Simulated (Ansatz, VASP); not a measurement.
**Two plane-wave programs on Sr3Ca**

Contents of INCAR:

```
SYSTEM = Sr3Ca
PREC = Accurate
ENCUT = 520
EDIFF = 1E-7
ISMEAR = 1
SIGMA = 0.1
LREAL = .FALSE.
LASPH = .TRUE.
NELM = 100
ALGO = Normal
ISIF = 2
LWAVE = .FALSE.
LCHARG = .FALSE.
NBANDS = 28
```

The input KPOINTS:

```
regular mesh
0
G
  6 6 6
  0 0 0
```

POSCAR

```
Sr3Ca
1.0
   -2.9927190000      2.9927190000      5.9567060000
    2.9927190000     -2.9927190000      5.9567060000
    2.9927190000      2.9927190000     -5.9567060000
Sr Ca
3 1
Direct
    0.7500000000      0.2500000000      0.5000000000
    0.2500000000      0.7500000000      0.5000000000
    0.5000000000      0.5000000000      0.0000000000
    0.0000000000      0.0000000000      0.0000000000
```

Input for Ansatz:

```yaml
crystal:
  lattice:
    - [-2.992719, 2.992719, 5.956706]
    - [2.992719, -2.992719, 5.956706]
    - [2.992719, 2.992719, -5.956706]
  atoms:
    - { symbol: Sr, position: [0.75, 0.25, 0.5] }
    - { symbol: Sr, position: [0.25, 0.75, 0.5] }
    - { symbol: Sr, position: [0.5, 0.5, 0.0] }
    - { symbol: Ca, position: [0.0, 0.0, 0.0] }
basis:
  ecutwfc: 470.0
kpoints:
  mp_grid:
    grid: [6, 6, 6]
hamiltonian:
  xc: lda
  pseudopotentials:
    kind: paw
scf:
  convergence:
    dr2_threshold: 1.0e-10
  occupations:
    method: cold
    width: 0.1
output:
  stress: true
```

Alike in both runs: task single point; functional LDA; k mesh 6 × 6 × 6; no spin polarisation.

|  | VASP | Ansatz |
| --- | --- | --- |
| version | VASP 6.6.1 | Ansatz 0.2.0 |
| potentials or method | VASP PAW LDA potentials, release 64 (Sr_sv, Ca_sv), cutoff 520 eV | plane waves, PAW |
| occupations | methfessel-paxton of order 1, width 0.1 eV | cold, width 0.1 eV |
| valence electrons in the cell | 40 | 40 |

```csv
,VASP,Ansatz,Ansatz less VASP
pressure (GPa),-1.8,-1.8,+0.01
```

LDA's correlation is that of Perdew and Zunger in VASP and of Perdew and Wang (1992) in Ansatz.
